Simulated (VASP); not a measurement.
# CsPbCl3 (Pm-3m) in VASP: notebook, part 2 of 2

VASP 6.6.1. Earlier steps stand in the parts before.

**4. Single point, PBE**

This run uses another cell than the first one, of 37.73 Å³/atom.

Input file INCAR:

```
SYSTEM = CsPbCl3
PREC = Accurate
ENCUT = 500
EDIFF = 1E-6
ISMEAR = 0
SIGMA = 0.02
LREAL = .FALSE.
LASPH = .TRUE.
NELM = 120
ALGO = Normal
ISIF = 2
LWAVE = .FALSE.
LCHARG = .FALSE.
GGA = PE
NBANDS = 30
GGA_COMPAT = .FALSE.
```

Input file KPOINTS:

```
regular mesh
0
G
  6 6 6
  0 0 0
```

Input file POSCAR:

```
CsPbCl3
1.0
    5.7352667286      0.0000000000      0.0000000000
    0.0000000000      5.7352667286      0.0000000000
    0.0000000000      0.0000000000      5.7352667286
Cs Pb Cl
1 1 3
Direct
    0.0000000000      0.0000000000      0.0000000000
    0.5000000000      0.5000000000      0.5000000000
    0.5000000000      0.5000000000      0.0000000000
    0.0000000000      0.5000000000      0.5000000000
    0.5000000000      0.0000000000      0.5000000000
```

Potentials or basis: VASP PAW PBE potentials, release 64 (Cs_sv, Pb_d, Cl).

Started as:

```
> cat potpaw_PBE.64/Cs_sv/POTCAR potpaw_PBE.64/Pb_d/POTCAR potpaw_PBE.64/Cl/POTCAR > POTCAR
> mpirun -np 1 vasp_std > vasp.out
```

OUTCAR:

```text
SYSTEM = CsPbCl3
   PREC = Accurate
   ENCUT = 500
   EDIFF = 1E-6
   ISMEAR = 0
   LREAL = .FALSE.
   LASPH = .TRUE.
   NELM = 120
   ISIF = 2
   GGA = PE

 ion  position               nearest neighbor table
   1  0.000  0.000  0.000-
   2  0.500  0.500  0.500-   3 2.87   4 2.87   5 2.87   3 2.87   5 2.87   4 2.87
   3  0.500  0.500  0.000-   2 2.87   2 2.87
   4  0.000  0.500  0.500-   2 2.87   2 2.87
   5  0.500  0.000  0.500-   2 2.87   2 2.87

  LATTYP: Found a simple cubic cell.
 ALAT       =     5.7352667286

  Lattice vectors:

 A1 = (   5.7352667286,   0.0000000000,   0.0000000000)
 A2 = (   0.0000000000,   5.7352667286,   0.0000000000)
 A3 = (   0.0000000000,   0.0000000000,   5.7352667286)

Analysis of symmetry for initial positions (statically):
=====================================================================
 Subroutine PRICEL returns:
 Original cell was already a primitive cell.

 Routine SETGRP: Setting up the symmetry group for a
 simple cubic supercell.

 Subroutine GETGRP returns: Found 48 space group operations
[... 166 lines left out ...]

 E-fermi :   1.0403     XC(G=0):  -7.5291

 val. band max:        0.9574364879   @ k =   0.5000   0.5000   0.5000
 cond. band min:       3.1742323222   @ k =   0.5000   0.5000   0.5000
 fundamental gap:      2.2167958343
 Fermi energy:         1.0403300389

 k-point     1 :       0.0000    0.0000    0.0000
  band No.  band energies     occupation
      1     -20.0746      2.00000
      2     -15.5486      2.00000
      3     -15.5486      2.00000
      4     -15.3902      2.00000
      5     -15.3902      2.00000
      6     -15.3902      2.00000
[... 649 lines left out ...]
     29       6.8613      0.00000
     30       8.0009      0.00000

------------------------ aborting loop because EDIFF is reached ----------------------------------------

  FORCE on cell =-STRESS in cart. coord.  units (eV):
  Direction    XX          YY          ZZ          XY          YZ          ZX
  --------------------------------------------------------------------------------------
  -------------------------------------------------------------------------------------
  Total       -0.0596028     -0.0596028     -0.0596028     -0.0000000      0.0000000     -0.0000000
  in kB       -0.5061931     -0.5061931     -0.5061931     -0.0000000      0.0000000     -0.0000000
  external PRESSURE =      -0.5061931 kB  Pullay stress =       0.0000000 kB

 VOLUME and BASIS-vectors are now :
 -----------------------------------------------------------------------------
  energy-cutoff  :      500.00
  volume of cell :      188.65
      direct lattice vectors                 reciprocal lattice vectors
     5.735266729  0.000000000  0.000000000     0.174359807  0.000000000  0.000000000
     0.000000000  5.735266729  0.000000000     0.000000000  0.174359807  0.000000000
     0.000000000  0.000000000  5.735266729     0.000000000  0.000000000  0.174359807

 POSITION                                       TOTAL-FORCE (eV/Angst)
 -----------------------------------------------------------------------------------
      0.00000      0.00000      0.00000         0.000000      0.000000      0.000000
      2.86763      2.86763      2.86763         0.000000      0.000000      0.000000
      2.86763      2.86763      0.00000         0.000000      0.000000      0.000000
      0.00000      2.86763      2.86763         0.000000      0.000000      0.000000
      2.86763      0.00000      2.86763         0.000000      0.000000      0.000000
 -----------------------------------------------------------------------------------
    total drift:                                0.000000     -0.000000     -0.000000

  FREE ENERGIE OF THE ION-ELECTRON SYSTEM (eV)
  ---------------------------------------------------
  free  energy   TOTEN  =       -17.5651203493 eV

  energy  without entropy=      -17.5651203493  energy(sigma->0) =      -17.56512035
```

OSZICAR:

```text
N       E                     dE             d eps       ncg     rms          rms(c)
DAV:   1     0.400131813444E+03    0.40013E+03   -0.18771E+04  1200   0.129E+03
DAV:   2     0.310844177144E+02   -0.36905E+03   -0.35257E+03  1456   0.305E+02
DAV:   3    -0.167662135086E+02   -0.47851E+02   -0.47425E+02  1484   0.118E+02
DAV:   4    -0.184887012758E+02   -0.17225E+01   -0.17173E+01  1560   0.296E+01
DAV:   5    -0.185436708064E+02   -0.54970E-01   -0.54947E-01  1496   0.459E+00    0.492E+00
DAV:   6    -0.176001374456E+02    0.94353E+00   -0.16296E+00  1686   0.134E+01    0.323E+00
DAV:   7    -0.175518268951E+02    0.48311E-01   -0.64010E-01  1764   0.431E+00    0.187E+00
DAV:   8    -0.175670504853E+02   -0.15224E-01   -0.83638E-02  1590   0.219E+00    0.292E-01
DAV:   9    -0.175644742996E+02    0.25762E-02   -0.20259E-02  1884   0.105E+00    0.143E-01
DAV:  10    -0.175650182762E+02   -0.54398E-03   -0.20264E-03  1452   0.262E-01    0.585E-02
DAV:  11    -0.175651180816E+02   -0.99805E-04   -0.23791E-04  1596   0.119E-01    0.946E-03
DAV:  12    -0.175651202404E+02   -0.21588E-05   -0.24835E-05  1698   0.493E-02    0.338E-03
DAV:  13    -0.175651203493E+02   -0.10891E-06   -0.18554E-06  1366   0.724E-03
   1 F= -.17565120E+02 E0= -.17565120E+02  d E =-.180941E-11
```

stdout:

```text
POSCAR found type information on POSCAR CsPbCl
 POSCAR found :  3 types and       5 ions
 scaLAPACK will be used
 LDA part: xc-table for (Slater+PW92), standard interpolation
 POSCAR, INCAR and KPOINTS ok, starting setup
 FFT: planning ... GRIDC
 FFT: planning ... GRID_SOFT
 FFT: planning ... GRID
 WAVECAR not read
 entering main loop
```

Wall time 2.6 min (1 thread of Intel Xeon 8259CL, shared host); peak memory 0.31 GiB.

Results:

```yaml
Free_energy: -17.5651 eV
Pressure: -0.1 GPa
Band_gap_on_the_k_mesh: 2.22 eV
```

Caveat: spin-orbit coupling is left out, which moves the levels of the heavy elements.
